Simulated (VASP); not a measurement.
# MgO (I4mm) in VASP: notebook, part 2 of 2

VASP 6.6.1.

### 4 Single point, PBEsol

Contents of INCAR:

```
SYSTEM = MgO
  PREC = Accurate
  ENCUT = 520
  EDIFF = 1E-7
  ISMEAR = 0
  SIGMA = 0.05
  LREAL = .FALSE.
  LASPH = .TRUE.
  NELM = 80
  ALGO = Normal
  ISIF = 2
  LWAVE = .FALSE.
  LCHARG = .FALSE.
  GGA = PS
  NBANDS = 11
```

Contents of KPOINTS:

```
regular mesh
0
G
  10 10 10
  0 0 0
```

Contents of POSCAR:

```
MgO
1.0
    0.0000000000      2.1351500000      2.1351500000
    2.1351500000      0.0000000000      2.1351500000
    2.1351500000      2.1351500000      0.0000000000
Mg O
1 1
Direct
    0.0351263377      0.0351263377     -0.0351263377
    0.5000000000      0.5000000000      0.5000000000
```

Potentials or basis: VASP PAW PBE potentials, release 64 (Mg, O).

On the command line:

```console
$ cat potpaw_PBE.64/Mg/POTCAR potpaw_PBE.64/O/POTCAR > POTCAR
$ mpirun -np 1 vasp_std > vasp.out
```

OUTCAR:

```text
SYSTEM = MgO
   PREC = Accurate
   ENCUT = 520
   EDIFF = 1E-7
   ISMEAR = 0
   LREAL = .FALSE.
   LASPH = .TRUE.
   NELM = 80
   ISIF = 2
   GGA = PS

 ion  position               nearest neighbor table
   1  0.035  0.035  0.965-   2 1.99   2 2.14   2 2.14   2 2.14   2 2.14   2 2.29
   2  0.500  0.500  0.500-   1 1.99   1 2.14   1 2.14   1 2.14   1 2.14   1 2.29

  LATTYP: Found a face centered cubic cell.
 ALAT       =     4.2703000000

  Lattice vectors:

 A1 = (   0.0000000000,   2.1351500000,   2.1351500000)
 A2 = (   2.1351500000,   0.0000000000,   2.1351500000)
 A3 = (   2.1351500000,   2.1351500000,   0.0000000000)

Analysis of symmetry for initial positions (statically):
=====================================================================
 Subroutine PRICEL returns:
 Original cell was already a primitive cell.

 Routine SETGRP: Setting up the symmetry group for a
 face centered cubic supercell.

 Subroutine GETGRP returns: Found  8 space group operations
 (whereof  8 operations were pure point group operations)
 out of a pool of 48 trial point group operations.

The static configuration has the point symmetry C_4v.

Analysis of symmetry for dynamics (positions and initial velocities):
[... 163 lines left out ...]
 fundamental gap:      4.2435760275
 Fermi energy:         3.0465800064

 k-point     1 :       0.0000    0.0000    0.0000
  band No.  band energies     occupation
      1     -14.2434      2.00000
      2       2.7153      2.00000
      3       2.7459      2.00000
      4       2.7459      2.00000
      5       6.9894      0.00000
      6      18.2043      0.00000
      7      18.2491      0.00000
      8      18.2491      0.00000
      9      21.8565      0.00000
     10      23.7544      0.00000
     11      23.8017      0.00000
[... 309 lines left out ...]
 k-point    24 :       0.0000   -0.1000    0.1000
  band No.  band energies     occupation
      1     -13.9865      2.00000
      2       1.3741      2.00000
      3       2.4260      2.00000
      4       2.6320      2.00000
      5       8.4192      0.00000
      6      15.8745      0.00000
      7      18.4948      0.00000
      8      18.8899      0.00000
      9      21.7200      0.00000
     10      23.0862      0.00000
     11      24.8675      0.00000

 [... further k-points ...]
[... 5 lines left out ...]
  --------------------------------------------------------------------------------------
  -------------------------------------------------------------------------------------
  Total       -0.8119758     -0.8119758      0.0369241      0.0000000      0.0000000      0.0000000
  in kB      -66.8249298    -66.8249298      3.0388229      0.0000000      0.0000000      0.0000000
  external PRESSURE =     -43.5370122 kB  Pullay stress =       0.0000000 kB

 VOLUME and BASIS-vectors are now :
 -----------------------------------------------------------------------------
  energy-cutoff  :      520.00
  volume of cell :       19.47
      direct lattice vectors                 reciprocal lattice vectors
     0.000000000  2.135150000  2.135150000    -0.234175585  0.234175585  0.234175585
     2.135150000  0.000000000  2.135150000     0.234175585 -0.234175585  0.234175585
     2.135150000  2.135150000  0.000000000     0.234175585  0.234175585 -0.234175585

 POSITION                                       TOTAL-FORCE (eV/Angst)
 -----------------------------------------------------------------------------------
      2.13515      2.13515      0.15000         0.000000      0.000000     -0.778711
      2.13515      2.13515      2.13515         0.000000      0.000000      0.778711
 -----------------------------------------------------------------------------------
    total drift:                                0.000000      0.000000      0.000444

  FREE ENERGIE OF THE ION-ELECTRON SYSTEM (eV)
  ---------------------------------------------------
  free  energy   TOTEN  =       -12.4428856828 eV

  energy  without entropy=      -12.4428856828  energy(sigma->0) =      -12.44288568
```

OSZICAR:

```text
N       E                     dE             d eps       ncg     rms          rms(c)
DAV:   1     0.168890558266E+02    0.16889E+02   -0.44735E+03  2444   0.642E+02
DAV:   2    -0.130930061872E+02   -0.29982E+02   -0.29290E+02  2613   0.138E+02
DAV:   3    -0.138551254627E+02   -0.76212E+00   -0.76135E+00  2704   0.199E+01
DAV:   4    -0.138569108246E+02   -0.17854E-02   -0.17853E-02  2460   0.113E+00
DAV:   5    -0.138569166562E+02   -0.58315E-05   -0.58315E-05  2670   0.630E-02    0.671E+00
DAV:   6    -0.124825196607E+02    0.13744E+01   -0.80764E+00  2385   0.152E+01    0.226E+00
DAV:   7    -0.124575079653E+02    0.25012E-01   -0.64387E-02  2502   0.218E+00    0.132E+00
DAV:   8    -0.124434182155E+02    0.14090E-01   -0.28264E-02  2373   0.187E+00    0.251E-01
DAV:   9    -0.124429411261E+02    0.47709E-03   -0.91269E-04  2607   0.214E-01    0.126E-01
DAV:  10    -0.124428842772E+02    0.56849E-04   -0.34270E-04  2493   0.142E-01    0.105E-02
DAV:  11    -0.124428848391E+02   -0.56187E-06   -0.46145E-06  2562   0.196E-02    0.905E-03
DAV:  12    -0.124428854728E+02   -0.63370E-06   -0.39633E-06  2577   0.143E-02    0.148E-03
DAV:  13    -0.124428856653E+02   -0.19253E-06   -0.51428E-08  1347   0.211E-03    0.726E-04
DAV:  14    -0.124428856828E+02   -0.17487E-07   -0.14184E-08  1233   0.997E-04
   1 F= -.12442886E+02 E0= -.12442886E+02  d E =-.110072E-19
```

Run time: 17 s. Hardware: 1 thread of AMD EPYC 9R45 (Zen 5), shared host; peak memory 0.12 GiB.

What came out:

```
Free energy            : -12.4429 eV
Pressure               : -4.4 GPa
Largest force          : 0.779 eV/Å
Band gap on the k mesh : 4.24 eV, direct
```

Forces on the atoms (eV/Å):
```
Mg   0.000  0.000 -0.779
O    0.000  0.000  0.779
```

Levels at points of the mesh, in eV from the valence-band top:
```csv
k point,band 2,band 3,band 4,band 5,band 6,band 7
"(0.00, 0.00, 0.00)",-0.03,0.00,0.00,4.24,15.46,15.50
"(0.50, 0.00, 0.00)",-4.48,-0.61,-0.60,7.51,11.96,15.76
"(0.50, 0.50, 0.00)",-3.94,-1.29,-1.29,8.90,9.31,12.58
"(0.00, 0.50, 0.50)",-3.96,-1.32,-1.30,8.95,9.35,12.57
```

Caveat: the cell differs from its parent crystal (all Mg atoms moved -0.150 Å, as atom 1 towards its neighbour atom 2 (O) at 2.135 Å); the PAW data sets were made with another functional, which shifts forces and pressure a little.

### 5 Single point, PBEsol

Contents of INCAR:

```
  PREC = Accurate
  ENCUT = 520
  EDIFF = 1E-6
  ISMEAR = 0
  SIGMA = 0.05
  LREAL = F
  LASPH = T
  NELM = 80
  ALGO = Normal
  ISIF = 2
  LWAVE = F
  LCHARG = F
  GGA = PS
  NBANDS = 11
```

Contents of KPOINTS:

```
regular mesh
0
Gamma
  10 10 10
```

POSCAR: that of step 4 with these lines changed.

```diff
@@ -8,3 +8,3 @@
 Direct
-    0.0351263377      0.0351263377     -0.0351263377
+   -0.0614710910     -0.0614710910      0.0614710910
     0.5000000000      0.5000000000      0.5000000000
```

On the command line:

```console
$ cat potpaw_PBE.64/Mg/POTCAR potpaw_PBE.64/O/POTCAR > POTCAR
$ mpirun -np 1 vasp_std > vasp.out
```

Wall time 14 s (1 thread of AMD EPYC 9R45 (Zen 5), shared host); peak memory 0.12 GiB.

The run converged. Its results:

```
Free energy            : -12.3025 eV
Pressure               : 0.2 GPa
Largest force          : 1.819 eV/Å
Band gap on the k mesh : 4.24 eV, direct
```

Forces on the atoms (eV/Å):
```
Mg   0.000  0.000  1.819
O    0.000  0.000 -1.819
```

Stress tensor (GPa, compression positive):
```
-7.36  0.00  0.00
 0.00 -7.36  0.00
 0.00  0.00 15.25
```

Levels at points of the mesh, in eV from the valence-band top:
```csv
k point,band 1,band 2,band 3,band 4,band 5,band 6,band 7,band 8
"(0.00, 0.00, 0.00)",-16.97,-0.08,0.00,0.00,4.24,15.57,15.71,15.71
"(0.50, 0.00, 0.00)",-15.78,-4.44,-0.60,-0.56,7.55,11.82,15.76,15.97
"(0.50, 0.50, 0.00)",-15.54,-3.85,-1.26,-1.26,8.94,9.08,12.63,18.34
"(0.00, 0.50, 0.50)",-15.52,-3.92,-1.33,-1.28,9.11,9.18,12.62,18.17
```

Caveat: the cell differs from its parent crystal (all Mg atoms moved +0.263 Å, as atom 1 towards its neighbour atom 2 (O) at 2.135 Å); the PAW data sets were made with another functional, which shifts forces and pressure a little.

### 6 Single point, PBEsol

Contents of INCAR:

```
  ALGO = Normal
  EDIFF = 1E-6
  ENCUT = 520
  GGA = PS
  ISIF = 2
  ISMEAR = 0
  LASPH = T
  LCHARG = F
  LREAL = F
  LWAVE = F
  NBANDS = 11
  NELM = 60
  PREC = Accurate
  SIGMA = 0.05
```

Contents of KPOINTS:

```
k-points
0
Gamma
  10 10 10
```

POSCAR: that of step 5 with these lines changed.

```diff
@@ -8,3 +8,3 @@
 Direct
-   -0.0614710910     -0.0614710910      0.0614710910
+   -0.0439079222     -0.0439079222      0.0439079222
     0.5000000000      0.5000000000      0.5000000000
```

Potentials or basis: VASP PAW PBE potentials, release 64 (Mg, O).

On the command line:

```console
$ cat potpaw_PBE.64/Mg/POTCAR potpaw_PBE.64/O/POTCAR > POTCAR
$ mpirun -np 1 vasp_std > vasp.out
```

OUTCAR:

```text
EDIFF = 1E-6
   ENCUT = 520
   GGA = PS
   ISIF = 2
   ISMEAR = 0
   LASPH = T
   LREAL = F
   NELM = 60
   PREC = Accurate

 ion  position               nearest neighbor table
   1  0.956  0.956  0.044-   2 1.95   2 2.14   2 2.14   2 2.14   2 2.14   2 2.32
   2  0.500  0.500  0.500-   1 1.95   1 2.14   1 2.14   1 2.14   1 2.14   1 2.32

  LATTYP: Found a face centered cubic cell.
 ALAT       =     4.2703000000

  Lattice vectors:

 A1 = (   0.0000000000,   2.1351500000,   2.1351500000)
 A2 = (   2.1351500000,   0.0000000000,   2.1351500000)
 A3 = (   2.1351500000,   2.1351500000,   0.0000000000)

Analysis of symmetry for initial positions (statically):
=====================================================================
 Subroutine PRICEL returns:
 Original cell was already a primitive cell.

 Routine SETGRP: Setting up the symmetry group for a
 face centered cubic supercell.

 Subroutine GETGRP returns: Found  8 space group operations
 (whereof  8 operations were pure point group operations)
 out of a pool of 48 trial point group operations.

The static configuration has the point symmetry C_4v.

Analysis of symmetry for dynamics (positions and initial velocities):
=====================================================================
 Subroutine PRICEL returns:
 Original cell was already a primitive cell.

 Routine SETGRP: Setting up the symmetry group for a
 face centered cubic supercell.

 Subroutine GETGRP returns: Found  8 space group operations
 (whereof  8 operations were pure point group operations)
 out of a pool of 48 trial point group operations.

The dynamic configuration has the point symmetry C_4v.

 Subroutine INISYM returns: Found  8 space group operations
 (whereof  8 operations are pure point group operations),
 and found     1 'primitive' translations

----------------------------------------------------------------------------------------

                                     Primitive cell
[... 113 lines left out ...]
  Fermi-wavevector in a.u.,A,eV,Ry     =   1.217119  2.300022 20.155386  1.481379
  Thomas-Fermi vector in A             =   2.352450
   LORBIT       =      0    0 simple, 1 ext, 2 COOP (PROOUT), +10 PAW based schemes
   GGA     = PS    functional components
   LHFCALC =     F    Hartree Fock is set to
   AEXX    =    0.0000 exact exchange contribution
   IVDW    =     0    specifies the selected vdW correction
   LEPSILON=     F    determine dielectric tensor
   LRPA    =     F    only Hartree local field effects (RPA)
 non-spin polarized calculation
 Gauss-broadening in eV      SIGMA  =   0.05
  energy-cutoff  :      520.00
  volume of cell :       19.47
 maximum number of plane-waves:       544
   NGX = 11   NGY = 11   NGZ = 11

 number of electron       8.0000002 magnetization

 Free energy of the ion-electron system (eV)
  ---------------------------------------------------
  ext. energy  EPLUGINS =         0.00000000
  ---------------------------------------------------
  free energy    TOTEN  =       -12.40858462 eV

  energy without entropy =      -12.40858462  energy(sigma->0) =      -12.40858462

 E-fermi :   2.9345     XC(G=0): -11.0995

 val. band max:        2.7335310138   @ k =   0.0000   0.0000   0.0000
 cond. band min:       6.9761294286   @ k =   0.0000   0.0000   0.0000
 fundamental gap:      4.2425984148
 Fermi energy:         2.9345397982

 k-point     1 :       0.0000    0.0000    0.0000
  band No.  band energies     occupation
      1     -14.2505      2.00000
      2       2.6872      2.00000
      3       2.7335      2.00000
      4       2.7335      2.00000
      5       6.9761      0.00000
      6      18.2248      0.00000
      7      18.2946      0.00000
      8      18.2946      0.00000
      9      21.8295      0.00000
     10      23.7629      0.00000
     11      23.8361      0.00000
[... 309 lines left out ...]
 k-point    24 :       0.0000   -0.1000    0.1000
  band No.  band energies     occupation
      1     -13.9943      2.00000
      2       1.3597      2.00000
      3       2.4149      2.00000
      4       2.6178      2.00000
      5       8.4005      0.00000
      6      15.8852      0.00000
      7      18.4934      0.00000
      8      18.9294      0.00000
      9      21.7880      0.00000
     10      23.1088      0.00000
     11      24.8360      0.00000

 [... further k-points ...]
[... 5 lines left out ...]
  --------------------------------------------------------------------------------------
  -------------------------------------------------------------------------------------
  Total       -0.8174284     -0.8174284      0.5280593      0.0000000      0.0000000      0.0000000
  in kB      -67.2736730    -67.2736730     43.4588417      0.0000000      0.0000000      0.0000000
  external PRESSURE =     -30.3628348 kB  Pullay stress =       0.0000000 kB

 VOLUME and BASIS-vectors are now :
 -----------------------------------------------------------------------------
  energy-cutoff  :      520.00
  volume of cell :       19.47
      direct lattice vectors                 reciprocal lattice vectors
     0.000000000  2.135150000  2.135150000    -0.234175585  0.234175585  0.234175585
     2.135150000  0.000000000  2.135150000     0.234175585 -0.234175585  0.234175585
     2.135150000  2.135150000  0.000000000     0.234175585  0.234175585 -0.234175585

 POSITION                                       TOTAL-FORCE (eV/Angst)
 -----------------------------------------------------------------------------------
      2.13515      2.13515      4.08280         0.000000      0.000000      1.058995
      2.13515      2.13515      2.13515         0.000000      0.000000     -1.058995
 -----------------------------------------------------------------------------------
    total drift:                               -0.000000     -0.000000     -0.001213

  FREE ENERGIE OF THE ION-ELECTRON SYSTEM (eV)
  ---------------------------------------------------
  free  energy   TOTEN  =       -12.4085846225 eV

  energy  without entropy=      -12.4085846225  energy(sigma->0) =      -12.40858462
```

Run time: 14 s. Hardware: 1 thread of AMD EPYC 9R45 (Zen 5), shared host; peak memory 0.12 GiB.

What came out:

| Item | Value |
| --- | --- |
| Free energy | -12.4086 eV |
| Pressure | -3.0 GPa |
| Largest force | 1.059 eV/Å |
| Band gap on the k mesh | 4.24 eV, direct |

Forces in eV/Å, atoms in the order of the input:
```
Mg   0.000  0.000  1.059
O    0.000  0.000 -1.059
```

Stress tensor (GPa, compression positive):
```
-6.73  0.00  0.00
 0.00 -6.73  0.00
 0.00  0.00  4.35
```

Caveat: the cell differs from its parent crystal (all Mg atoms moved +0.188 Å, as atom 1 towards its neighbour atom 2 (O) at 2.135 Å); the PAW data sets were made with another functional, which shifts forces and pressure a little.
